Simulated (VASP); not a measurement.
**Si: single point with PBE**

Crystal: Si.

```
CELL_PARAMETERS angstrom
0.00000 2.74417 2.72212
2.72212 0.00000 2.72212
2.72212 2.74417 0.00000
ATOMIC_POSITIONS crystal
Si 0.25000 0.25000 0.25000
Si 0.00000 0.00000 0.00000
```

This cell differs from its parent crystal: uniaxial y strain +0.8%.

```
Program             : VASP 6.6.1
Task                : single point
Functional          : PBE
Potentials or basis : VASP PAW PBE potentials, release 64 (Si)
Cutoff              : 520 eV
k mesh              : 8 × 8 × 8
Occupations         : fermi-dirac, width 0.02 eV
Spin                : no spin polarisation
```

| Quantity | Value |
| --- | --- |
| Pressure | 0.5 GPa |
| Band gap on the k mesh | 0.60 eV, indirect (least direct gap 2.53 eV) |

Stress tensor (GPa, compression positive):
```
 0.75  0.00  0.00
 0.00 -0.04  0.00
 0.00  0.00  0.75
```

Levels at points of the mesh, in eV from the valence-band top:
```csv
k point,band 1,band 2,band 3,band 4,band 5,band 6,band 7,band 8,band 9
"(0.00, 0.00, 0.00)",-11.87,-0.06,0.00,0.00,2.53,2.53,2.56,3.18,7.62
"(0.50, 0.00, 0.00)",-9.58,-6.91,-1.24,-1.16,1.46,3.30,3.36,7.69,10.45
"(0.50, 0.50, 0.00)",-7.77,-7.77,-2.85,-2.85,0.70,0.70,9.95,9.95,10.93
"(0.50, 0.00, 0.50)",-7.81,-7.81,-2.79,-2.79,0.76,0.76,9.97,9.97,10.88
```

Wall time 11 s on 1 thread of Intel(R) Xeon(R) 6975P-C (Granite Rapids), on a shared host, peak memory 0.16 GiB.

Caveat: the cell differs from its parent crystal (uniaxial y strain +0.8%). A k mesh can miss the band edges.
